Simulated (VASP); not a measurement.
Set up this calculation in VASP 6.6.1, as the native input.

```yaml
Task: relaxation of cell and atoms
Functional: r2SCAN
Potentials_or_basis: VASP PAW PBE potentials, release 64 (Al, O)
Cutoff: 600 eV
k_mesh: 6 × 6 × 6
Occupations: gaussian, width 0.02 eV
Spin: no spin polarisation
Dipole_correction: no
Further_INCAR_settings: ALGO = Normal; EDIFF = 1e-06; IBRION = 2; EDIFFG = -0.005; NSW = 100; ISIF = 3
```

Al2O3 (Corundum):

```xyz
10
Lattice="2.3803 1.3742 4.3319 -2.3803 1.3742 4.3319 0.0000 -2.7485 4.3319" Properties=species:S:1:pos:R:3 pbc="T T T"
Al    0.0000    0.0000    4.5765
Al    0.0000    0.0000    1.9213
Al    0.0000    0.0000    8.4191
Al    0.0000    0.0000   11.0743
O    -0.9203    1.3742    7.5808
O    -0.7300   -1.4841    7.5808
O     1.6503    0.1099    7.5808
O     0.9203   -1.3742    5.4148
O     0.7300    1.4841    5.4148
O    -1.6503   -0.1099    5.4148
```

These files were run (other wordings do the same):

POSCAR

```
Al2O3
1.0
    2.3802500000      1.3742379782      4.3318666667
   -2.3802500000      1.3742379782      4.3318666667
    0.0000000000     -2.7484759565      4.3318666667
Al O
4 6
Direct
    0.3521600000      0.3521600000      0.3521600000
    0.1478400000      0.1478400000      0.1478400000
    0.6478400000      0.6478400000      0.6478400000
    0.8521600000      0.8521600000      0.8521600000
    0.5566800000      0.9433200000      0.2500000000
    0.2500000000      0.5566800000      0.9433200000
    0.9433200000      0.2500000000      0.5566800000
    0.4433200000      0.0566800000      0.7500000000
    0.7500000000      0.4433200000      0.0566800000
    0.0566800000      0.7500000000      0.4433200000
```

INCAR.step1

```
  ALGO = Normal
  EDIFF = 1E-4
  ENCUT = 600
  GGA = PE
  ISMEAR = 0
  LASPH = T
  LCHARG = F
  LREAL = F
  LWAVE = T
  NELM = 100
  PREC = Accurate
  SIGMA = 0.02
```

INCAR.step2

```
  ALGO = Normal
  EDIFF = 1E-6
  EDIFFG = -0.005
  ENCUT = 600
  IBRION = 2
  ISIF = 3
  ISMEAR = 0
  ISTART = 1
  LASPH = T
  LCHARG = F
  LMIXTAU = T
  LREAL = F
  LWAVE = F
  METAGGA = R2SCAN
  NELM = 100
  NSW = 100
  PREC = Accurate
  SIGMA = 0.02
```

KPOINTS

```
k-points
0
Gamma
  6 6 6
```

Potentials or basis: VASP PAW PBE potentials, release 64 (Al, O).

The run is started by

```console
$ cat potpaw_PBE.64/Al/POTCAR potpaw_PBE.64/O/POTCAR > POTCAR
$ cp INCAR.step1 INCAR
$ mpirun -np 1 vasp_std > vasp.out
$ cp INCAR.step2 INCAR
$ mpirun -np 1 vasp_std > vasp.out
```

Results of the run:

```json
{
  "Relaxed volume": "8.47 Å³/atom",
  "Relaxed cell": "a = 5.124 Å, b = 5.124 Å, c = 5.124 Å, α = 55.28°, β = 55.28°, γ = 55.28°",
  "Space group after relaxing (to 0.05 Å)": "R-3c (No. 167)",
  "Energy gained by relaxing": "0.2 meV/atom",
  "Ionic steps": "8",
  "Pressure after relaxing": "0.0 GPa",
  "Largest force after relaxing": "0.004 eV/Å",
  "Band gap on the k mesh": "7.20 eV, direct"
}
```

Caveat: the PAW data sets were made with another functional, which shifts forces and pressure a little.

It took 19 min on 1 thread of Intel(R) Xeon(R) Platinum 8488C (Sapphire Rapids), with other jobs on the host, peak memory 0.32 GiB.
